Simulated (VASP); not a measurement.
Write the native input for VASP 6.6.1 that does the following.

| Quantity | Value |
| --- | --- |
| Task | single point |
| Functional | r2SCAN |
| Potentials or basis | VASP PAW PBE potentials, release 64 (Nb_sv) |
| Cutoff | 520 eV |
| k mesh | 8 × 8 × 8 |
| Occupations | fermi-dirac, width 0.1 eV |
| Spin | no spin polarisation |
| Dipole correction | no |
| Further INCAR settings | ALGO = Normal; EDIFF = 1e-06; NBANDS = 12 |

Nb:

```
Nb
1.0
    -1.65113    1.65113    1.65113
     1.65113   -1.65113    1.65113
     1.65113    1.65113   -1.65113
Nb
1
Direct
  0.00000 0.00000 0.00000
```

The input as run:

POSCAR

```
Nb
1.0
   -1.6511317439      1.6511317439      1.6511317439
    1.6511317439     -1.6511317439      1.6511317439
    1.6511317439      1.6511317439     -1.6511317439
Nb
1
Direct
    0.0000000000      0.0000000000      0.0000000000
```

INCAR.step1

```
SYSTEM = Nb
ALGO = Normal
EDIFF = 1E-4
ENCUT = 520
GGA = PE
ISMEAR = -1
LASPH = .TRUE.
LCHARG = .FALSE.
LREAL = .FALSE.
LWAVE = .TRUE.
NBANDS = 12
NELM = 100
PREC = Accurate
SIGMA = 0.1
```

INCAR.step2

```
SYSTEM = Nb
ALGO = Normal
EDIFF = 1E-6
ENCUT = 520
ISIF = 2
ISMEAR = -1
ISTART = 1
LASPH = .TRUE.
LCHARG = .FALSE.
LMIXTAU = .TRUE.
LREAL = .FALSE.
LWAVE = .FALSE.
METAGGA = R2SCAN
NBANDS = 12
NELM = 100
PREC = Accurate
SIGMA = 0.1
```

KPOINTS

```
k-points
0
G
  8 8 8
  0 0 0
```

Potentials or basis: VASP PAW PBE potentials, release 64 (Nb_sv).

Run with:

```bash
$ cat potpaw_PBE.64/Nb_sv/POTCAR > POTCAR
$ cp INCAR.step1 INCAR
$ mpirun -np 1 vasp_std > vasp.out
$ cp INCAR.step2 INCAR
$ mpirun -np 1 vasp_std > vasp.out
```

It gave:

| Item | Value |
| --- | --- |
| Pressure | 0.3 GPa |

Caveat: the PAW data sets were made with another functional, which shifts forces and pressure a little.

Wall time 13 s on 1 thread of Intel(R) Xeon(R) Platinum 8375C CPU @ 2.90GHz (Ice Lake), on a shared host, peak memory 0.14 GiB.
